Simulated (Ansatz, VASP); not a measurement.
One calculation of MoS2, two programs

File INCAR:

```
  ALGO = Normal
  DIPOL = 0.5 0.5 0.500
  EDIFF = 1E-7
  ENCUT = 520
  GGA = PS
  IDIPOL = 3
  ISIF = 2
  ISMEAR = 0
  LASPH = T
  LCHARG = T
  LDIPOL = T
  LELF = T
  LREAL = F
  LVACPOTAV = T
  LVHAR = T
  LWAVE = F
  NBANDS = 49
  NELM = 80
  PREC = Accurate
  SIGMA = 0.05
```

The input KPOINTS:

```
k-points
0
Gamma
  9 9 1
```

File POSCAR:

```
MoS2
1.0
    3.1414322091      0.0000000000      0.0000000000
   -1.5707161046      2.7205600974      0.0000000000
    0.0000000000      0.0000000000     30.6970122376
S Mo
6 3
Direct
    0.6666666667      0.3333333333      0.2443234521
    0.6666666667      0.3333333333      0.3459031328
    0.3333333333      0.6666666667      0.4492101597
    0.3333333333      0.6666666667      0.5507898403
    0.6666666667      0.3333333333      0.6540968672
    0.6666666667      0.3333333333      0.7556765479
    0.3333333333      0.6666666667      0.2951132924
    0.6666666667      0.3333333333      0.5000000000
    0.3333333333      0.6666666667      0.7048867076
```

Input for Ansatz:

```yaml
crystal:
  lattice:
    - [3.1414322091, 0.0, 0.0]
    - [-1.5707161046, 2.7205600974, 0.0]
    - [0.0, 0.0, 30.6970122376]
  atoms:
    - { symbol: S, position: [0.6666666667, 0.3333333333, 0.2443234521] }
    - { symbol: Mo, position: [0.3333333333, 0.6666666667, 0.2951132924] }
    - { symbol: S, position: [0.6666666667, 0.3333333333, 0.3459031328] }
    - { symbol: S, position: [0.3333333333, 0.6666666667, 0.4492101597] }
    - { symbol: Mo, position: [0.6666666667, 0.3333333333, 0.5] }
    - { symbol: S, position: [0.3333333333, 0.6666666667, 0.5507898403] }
    - { symbol: S, position: [0.6666666667, 0.3333333333, 0.6540968672] }
    - { symbol: Mo, position: [0.3333333333, 0.6666666667, 0.7048867076] }
    - { symbol: S, position: [0.6666666667, 0.3333333333, 0.7556765479] }
basis:
  ecutwfc: 420
kpoints:
  mp_grid: { grid: [9, 9, 1] }
hamiltonian:
  xc: pbesol
scf:
  occupations: { method: gaussian, width: 0.05 }
  n_extra_bands: 30
output:
  forces: true
  stress: true
  eigenvalues: true
efield:
  axis: 3
  dipole_correction: true
  ramp_width: 0.04
```

Alike in both runs: task single point; functional PBEsol; k mesh 9 × 9 × 1; occupations gaussian, width 0.05 eV; no spin polarisation.

```csv
,VASP,Ansatz
version,VASP 6.6.1,Ansatz 0.2.0
potentials or method,"VASP PAW PBE potentials, release 64 (S, Mo_sv), cutoff 520 eV","scalar-relativistic, plane waves, PAW"
valence electrons in the cell,78,78
```

Ansatz gave:

| Quantity | Value |
| --- | --- |
| gap on the k mesh at the Fermi level (eV) | 1.27 |
| least direct gap on the mesh (eV) | 1.76 |
| rms of the force components (eV/Å) | 0.008 |

Which values does VASP return?

gap on the k mesh at the Fermi level (eV): 1.28; least direct gap on the mesh (eV): 1.76; rms of the force components (eV/Å): 0.008.

VASP's potentials were made for PBE, not for PBEsol. With one functional, cell and mesh, what is left measures potentials, basis and numerics.
